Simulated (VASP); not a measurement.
Set up this calculation in VASP 6.6.1, as the native input.

```yaml
Task: relaxation of cell and atoms
Functional: PBE
Potentials_or_basis: VASP PAW PBE potentials, release 64 (Cl)
Cutoff: 500 eV
k_mesh: 17 × 17 × 17
Occupations: fermi-dirac, width 0.02 eV
Spin: no spin polarisation
Dipole_correction: no
Further_INCAR_settings: ALGO = Normal; EDIFF = 1e-07; IBRION = 2; EDIFFG = -0.02; NSW = 80; ISIF = 3
```

The structure of Cl lies in POSCAR:

```
Cl
1.0
   -1.7750000000      1.7750000000      1.7750000000
    1.7750000000     -1.7750000000      1.7750000000
    1.7750000000      1.7750000000     -1.7750000000
Cl
1
Direct
    0.0000000000      0.0000000000      0.0000000000
```

One way to write it, as run:

INCAR

```
PREC = Accurate
ENCUT = 500
EDIFF = 1E-7
ISMEAR = -1
SIGMA = 0.02
LREAL = F
LASPH = T
NELM = 120
ALGO = Normal
ISIF = 3
LWAVE = F
LCHARG = F
GGA = PE
IBRION = 2
NSW = 80
EDIFFG = -0.02
GGA_COMPAT = F
NELMIN = 4
```

KPOINTS

```
Automatic mesh
0
Gamma
  17 17 17
```

Potentials or basis: VASP PAW PBE potentials, release 64 (Cl).

Launch:

```console
$ cat potpaw_PBE.64/Cl/POTCAR > POTCAR
$ mpirun -np 1 vasp_std > vasp.out
```

Results of the run:

```yaml
Relaxed_volume: 21.28 Å³/atom
Relaxed_cell: a = 3.024 Å, b = 3.024 Å, c = 3.024 Å, α = 109.47°, β = 109.47°, γ = 109.47°
Space_group_after_relaxing_to_0.1_Å: Im-3m (No. 229)
Energy_gained_by_relaxing: 5.3 meV/atom
Ionic_steps: 3
Pressure_after_relaxing: 0.0 GPa
Band_gap_on_the_k_mesh: zero (an odd number of electrons rules out a gap without spin polarisation)
```

Caveat: an odd number of electrons without spin polarisation forces a metal; a magnetic or distorted state may lie lower.

It took 19 s on 1 thread of Intel(R) Xeon(R) Platinum 8488C (Sapphire Rapids), with other jobs on the host, peak memory 0.14 GiB.
